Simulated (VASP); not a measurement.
# ZrO2 (Fm-3m) in VASP: single point with HSE06

Aim: the single point of ZrO2 with HSE06.

Everything below comes from runs of VASP 6.6.1. Logs are shortened: lines on timing, memory, paths and dates and some standing lists are left out, and cuts for length are marked.

## Step 1: The cell of the first run

Symmetry: Fm-3m, No. 225, cubic system. The conventional cell has a = 5.191 Å, b = 5.191 Å, c = 5.191 Å, α = 90.00°, β = 90.00°, γ = 90.00°. Within 3.0 Å of Zr (site symmetry m-3m) lie 8 O at 2.25 Å. O (site symmetry -43m) has 4 Zr at 2.25 Å and 6 O at 2.60 Å within 3.0 Å.

## Step 2: Single point, HSE06 (strain +2.0%)

File POSCAR:

```
ZrO2
1.0
    0.0000000000      2.5956078574      2.5956078574
    2.5956078574      0.0000000000      2.5956078574
    2.5956078574      2.5956078574      0.0000000000
Zr O
1 2
Direct
    0.0000000000      0.0000000000      0.0000000000
    0.2500000000      0.2500000000      0.2500000000
    0.7500000000      0.7500000000      0.7500000000
```

File INCAR.step1:

```
SYSTEM = ZrO2
PREC = Accurate
ENCUT = 520
EDIFF = 1E-5
ISMEAR = 0
SIGMA = 0.01
LREAL = .FALSE.
LASPH = .TRUE.
NELM = 120
ALGO = Normal
ISIF = 2
LWAVE = .TRUE.
LCHARG = .FALSE.
NBANDS = 19
GGA = PE
GGA_COMPAT = .FALSE.
```

File INCAR.step2:

```
SYSTEM = ZrO2
PREC = Accurate
ENCUT = 520
EDIFF = 1E-6
ISMEAR = 0
SIGMA = 0.01
LREAL = .FALSE.
LASPH = .TRUE.
NELM = 120
ALGO = Normal
ISIF = 2
LWAVE = .FALSE.
LCHARG = .FALSE.
GGA = PE
LHFCALC = .TRUE.
HFSCREEN = 0.2079
PRECFOCK = Normal
NBANDS = 19
ISTART = 1
GGA_COMPAT = .FALSE.
```

File KPOINTS:

```
Automatic mesh
0
G
  6 6 6
  0 0 0
```

Potentials or basis: VASP PAW PBE potentials, release 64 (Zr_sv, O).

Launch:

```bash
cat potpaw_PBE.64/Zr_sv/POTCAR potpaw_PBE.64/O/POTCAR > POTCAR
cp INCAR.step1 INCAR
mpirun -np 1 vasp_std > vasp.out
cp INCAR.step2 INCAR
mpirun -np 1 vasp_std > vasp.out
```

OUTCAR:

```text
SYSTEM = ZrO2
   PREC = Accurate
   ENCUT = 520
   EDIFF = 1E-6
   ISMEAR = 0
   LREAL = .FALSE.
   LASPH = .TRUE.
   NELM = 120
   ISIF = 2
   GGA = PE
   LHFCALC = .TRUE.
   HFSCREEN = 0.2079
   PRECFOCK = Normal
   ISTART = 1

 ion  position               nearest neighbor table
   1  0.000  0.000  0.000-   3 2.25   3 2.25   3 2.25   2 2.25   3 2.25   2 2.25   2 2.25   2 2.25

   2  0.250  0.250  0.250-   1 2.25   1 2.25   1 2.25   1 2.25
   3  0.750  0.750  0.750-   1 2.25   1 2.25   1 2.25   1 2.25

  LATTYP: Found a face centered cubic cell.
 ALAT       =     5.1912157148

  Lattice vectors:

 A1 = (   0.0000000000,   2.5956078574,   2.5956078574)
 A2 = (   2.5956078574,   0.0000000000,   2.5956078574)
 A3 = (   2.5956078574,   2.5956078574,   0.0000000000)

Analysis of symmetry for initial positions (statically):
=====================================================================
 Subroutine PRICEL returns:
 Original cell was already a primitive cell.

 Routine SETGRP: Setting up the symmetry group for a
 face centered cubic supercell.

 Subroutine GETGRP returns: Found 48 space group operations
 (whereof 48 operations were pure point group operations)
 out of a pool of 48 trial point group operations.

The static configuration has the point symmetry O_h .

Analysis of symmetry for dynamics (positions and initial velocities):
=====================================================================
 Subroutine PRICEL returns:
 Original cell was already a primitive cell.

 Routine SETGRP: Setting up the symmetry group for a
 face centered cubic supercell.

 Subroutine GETGRP returns: Found 48 space group operations
 (whereof 48 operations were pure point group operations)
 out of a pool of 48 trial point group operations.

The dynamic configuration has the point symmetry O_h .

 Subroutine INISYM returns: Found 48 space group operations
 (whereof 48 operations are pure point group operations),
 and found     1 'primitive' translations

----------------------------------------------------------------------------------------

                                     Primitive cell

  volume of cell :      34.9742

  direct lattice vectors                    reciprocal lattice vectors
     0.000000000  2.595607857  2.595607857    -0.192633105  0.192633105  0.192633105
     2.595607857  0.000000000  2.595607857     0.192633105 -0.192633105  0.192633105
     2.595607857  2.595607857  0.000000000     0.192633105  0.192633105 -0.192633105

  length of vectors
     3.670743835  3.670743835  3.670743835     0.333650324  0.333650324  0.333650324

  position of ions in fractional coordinates (direct lattice)
     0.000000000  0.000000000  0.000000000
     0.250000000  0.250000000  0.250000000
     0.750000000  0.750000000  0.750000000

  ion indices of the primitive-cell ions
   primitive index   ion index
                 1           1
                 2           2
                 3           3

----------------------------------------------------------------------------------------

 KPOINTS: Automatic mesh

Automatic generation of k-mesh.
 Grid dimensions read from file:
 generate k-points for:    6    6    6

 Generating k-lattice:

  Cartesian coordinates                     Fractional coordinates (reciprocal lattice)
    -0.032105517  0.032105517  0.032105517     0.166666667  0.000000000  0.000000000
     0.032105517 -0.032105517  0.032105517     0.000000000  0.166666667  0.000000000
     0.032105517  0.032105517 -0.032105517     0.000000000  0.000000000  0.166666667

  Length of vectors
     0.055608387  0.055608387  0.055608387

  Shift w.r.t. Gamma in fractional coordinates (k-lattice)
     0.000000000  0.000000000  0.000000000

 Subroutine IBZKPT returns following result:
 ===========================================

 Found     16 irreducible k-points:

 Following reciprocal coordinates:
            Coordinates               Weight
  0.000000  0.000000  0.000000      1.000000
  0.166667  0.000000  0.000000      8.000000
  0.333333  0.000000  0.000000      8.000000
  0.500000  0.000000  0.000000      4.000000
  0.166667  0.166667  0.000000      6.000000
  0.333333  0.166667  0.000000     24.000000
[... 8 lines left out ...]
 -0.333333  0.333333  0.166667     24.000000
 -0.333333  0.500000  0.166667     12.000000
   k-points           NKPTS =     16   k-points in BZ     NKDIM =    216   number of bands    NBANDS=     19
   number of dos      NEDOS =    301   number of ions     NIONS =      3
   total plane-waves  NPLWV =  21952
   dimension x,y,z NGX =    28 NGY =   28 NGZ =   28
   dimension x,y,z NGXF=    56 NGYF=   56 NGZF=   56
   ions per type =               1   2
   NGX,Y,Z   is equivalent  to a cutoff of  12.68, 12.68, 12.68 a.u.
   NGXF,Y,Z  is equivalent  to a cutoff of  25.36, 25.36, 25.36 a.u.
 SYSTEM =  ZrO2
   PREC   = accura    normal or accurate (medium, high low for compatibility)
   ISTART =      1    job   : 0-new  1-cont  2-samecut
   ICHARG =      0    charge: 1-file 2-atom 10-const
   ISPIN  =      1    spin polarized calculation?
   LNONCOLLINEAR =      F non collinear calculations
   LSORBIT =      F    spin-orbit coupling
   LASPH  =      T    aspherical Exc in radial PAW
   ENCUT  =  520.0 eV  38.22 Ry    6.18 a.u.   6.83  6.83  6.83*2*pi/ulx,y,z
   NELM   =    120;   NELMIN=  2; NELMDL=  0     # of ELM steps
   EDIFF  = 0.1E-05   stopping-criterion for ELM
   LREAL  =      F    real-space projection
   EDIFFG = 0.1E-04   stopping-criterion for IOM
   NSW    =      0    number of steps for IOM
   IBRION =     -1    ionic relax: 0-MD 1-quasi-New 2-CG
   NFREE  =      0    steps in history (QN), initial steepest desc. (CG)
   ISIF   =      2    stress and relaxation
   ISYM   =      3    0-nonsym 1-usesym 2-fastsym
   POTIM  = 0.5000    time-step for ionic-motion
   TEBEG  =    0.0;   TEEND  =   0.0 temperature during run
   PSTRESS=    0.0 pullay stress
   NELECT =      24.0000    total number of electrons
   NUPDOWN=      -1.0000    fix difference up-down
   EMIN   =  10.00;   EMAX   =-10.00  energy-range for DOS
   EFERMI =   0.00;   METHOD = LEGACY
   ISMEAR =     0;   SIGMA  =   0.01  broadening in eV -4-tet -1-fermi 0-gaus
   EFERMI_NEDOS =   21; number of points for ismear=-14 and -15
   IALGO  =     38    algorithm
   IMIX   =      1    mixing-type and parameters
     AMIX     =   0.40;   BMIX     =  1.00
     AMIX_MAG =   1.60;   BMIX_MAG =  1.00
  volume/ion in A,a.u.               =      11.66        78.67
  Fermi-wavevector in a.u.,A,eV,Ry     =   1.443986  2.728737 28.369428  2.085094
  Thomas-Fermi vector in A             =   2.562331
   LORBIT       =      0    0 simple, 1 ext, 2 COOP (PROOUT), +10 PAW based schemes
   GGA     = PE    functional components
   LHFCALC =     T    Hartree Fock is set to
   PRECFOCK=normal    Normal, Fast or Accurate (Low or Medium for compatibility)
   ENCUT4O =  -1.0   cutoff for four orbital integrals eV
   NKREDX  =     1    reduce k-point grid by
   NKREDY  =     1    reduce k-point grid by
   NKREDZ  =     1    reduce k-point grid by
   AEXX    =    0.2500 exact exchange contribution
   HFSCREEN=    0.2079 screening length (either q_TF or 0.3 A-1)
   HFSCREENC=   0.2079 screening length for correlation (either q_TF or 0.3 A-1)
   ENCUTFOCK=  -1.0 apply spherical cutoff to Coloumb kernel
   IVDW    =     0    specifies the selected vdW correction
   LEPSILON=     F    determine dielectric tensor
   LRPA    =     F    only Hartree local field effects (RPA)
 non-spin polarized calculation
 Gauss-broadening in eV      SIGMA  =   0.01
  energy-cutoff  :      520.00
  volume of cell :       34.97
 maximum number of plane-waves:       960
  NGX = 24; NGY = 24; NGZ = 24

 number of electron      23.9999998 magnetization

 Free energy of the ion-electron system (eV)
  ---------------------------------------------------
  ext. energy  EPLUGINS =         0.00000000
  ---------------------------------------------------
  free energy    TOTEN  =       -34.45502966 eV

  energy without entropy =      -34.45502966  energy(sigma->0) =      -34.45502966

 E-fermi :   5.6916     XC(G=0):  -9.4090

 val. band max:        5.5991234274   @ k =   0.5000   0.5000   0.0000
 cond. band min:      10.3686637082   @ k =   0.0000   0.0000   0.0000
 fundamental gap:      4.7695402808
 Fermi energy:         5.6915731181

 k-point     1 :       0.0000    0.0000    0.0000
  band No.  band energies     occupation
      1     -45.6870      2.00000
      2     -22.0685      2.00000
      3     -22.0685      2.00000
      4     -22.0685      2.00000
      5     -14.0173      2.00000
      6     -11.5305      2.00000
[... 11 lines left out ...]
     18      16.1512      0.00000
     19      21.1460      0.00000

 k-point     2 :       0.1667    0.0000    0.0000
  band No.  band energies     occupation
      1     -45.6776      2.00000
      2     -22.2381      2.00000
      3     -22.0851      2.00000
      4     -22.0851      2.00000
      5     -13.6731      2.00000
      6     -11.7648      2.00000
[... 11 lines left out ...]
     18      15.7764      0.00000
     19      20.5924      0.00000

 k-point     3 :       0.3333    0.0000    0.0000
  band No.  band energies     occupation
      1     -45.6586      2.00000
      2     -22.5483      2.00000
      3     -22.1182      2.00000
      4     -22.1182      2.00000
      5     -13.1334      2.00000
      6     -12.0191      2.00000
[... 11 lines left out ...]
     18      16.3239      0.00000
     19      19.9626      0.00000

 k-point     4 :       0.5000    0.0000    0.0000
  band No.  band energies     occupation
      1     -45.6491      2.00000
      2     -22.6916      2.00000
      3     -22.1347      2.00000
      4     -22.1347      2.00000
      5     -13.0499      2.00000
      6     -11.9275      2.00000
[... 231 lines left out ...]
     18      17.6915      0.00000
     19      21.3366      0.00000

 k-point    15 :      -0.3333    0.3333    0.1667
  band No.  band energies     occupation
      1     -45.6396      2.00000
      2     -22.5567      2.00000
      3     -22.4092      2.00000
      4     -22.1970      2.00000
      5     -12.5120      2.00000
      6     -12.2338      2.00000
[... 11 lines left out ...]
     18      18.3611      0.00000
     19      21.6771      0.00000

 k-point    16 :      -0.3333    0.5000    0.1667
  band No.  band energies     occupation
      1     -45.6365      2.00000
      2     -22.6206      2.00000
      3     -22.3659      2.00000
      4     -22.2329      2.00000
      5     -12.4964      2.00000
      6     -12.1761      2.00000
[... 11 lines left out ...]
     18      19.4754      0.00000
     19      21.5284      0.00000

------------------------ aborting loop because EDIFF is reached ----------------------------------------

  FORCE on cell =-STRESS in cart. coord.  units (eV):
  Direction    XX          YY          ZZ          XY          YZ          ZX
  --------------------------------------------------------------------------------------
  -------------------------------------------------------------------------------------
  Total       -3.4390262     -3.4390262     -3.4390262      0.0000000      0.0000000      0.0000000
  in kB     -157.5428972   -157.5428972   -157.5428972      0.0000000      0.0000000      0.0000000
  external PRESSURE =    -157.5428972 kB  Pullay stress =       0.0000000 kB

 VOLUME and BASIS-vectors are now :
 -----------------------------------------------------------------------------
  energy-cutoff  :      520.00
  volume of cell :       34.97
      direct lattice vectors                 reciprocal lattice vectors
     0.000000000  2.595607857  2.595607857    -0.192633105  0.192633105  0.192633105
     2.595607857  0.000000000  2.595607857     0.192633105 -0.192633105  0.192633105
     2.595607857  2.595607857  0.000000000     0.192633105  0.192633105 -0.192633105

 POSITION                                       TOTAL-FORCE (eV/Angst)
 -----------------------------------------------------------------------------------
      0.00000      0.00000      0.00000        -0.000000     -0.000000      0.000000
      1.29780      1.29780      1.29780         0.000000      0.000000      0.000000
      3.89341      3.89341      3.89341        -0.000000     -0.000000     -0.000000
 -----------------------------------------------------------------------------------
    total drift:                                0.000000      0.000000      0.000000

  FREE ENERGIE OF THE ION-ELECTRON SYSTEM (eV)
  ---------------------------------------------------
  free  energy   TOTEN  =       -34.4550296646 eV

  energy  without entropy=      -34.4550296646  energy(sigma->0) =      -34.45502966
```

Wall time 49 min (1 thread of Intel Xeon Platinum 8488C (Sapphire Rapids), shared host); peak memory 0.29 GiB.

What came out:

| Property | Result |
| --- | --- |
| Free energy | -34.4550 eV |
| Pressure | -15.8 GPa |
| Band gap on the k mesh | 4.77 eV (least direct gap 5.12 eV) |

Caveat: the cell differs from its parent crystal (strain +2.0%); the cell stands under tension; the PAW data sets were made with another functional, which shifts forces and pressure a little. A k mesh can miss the band edges.
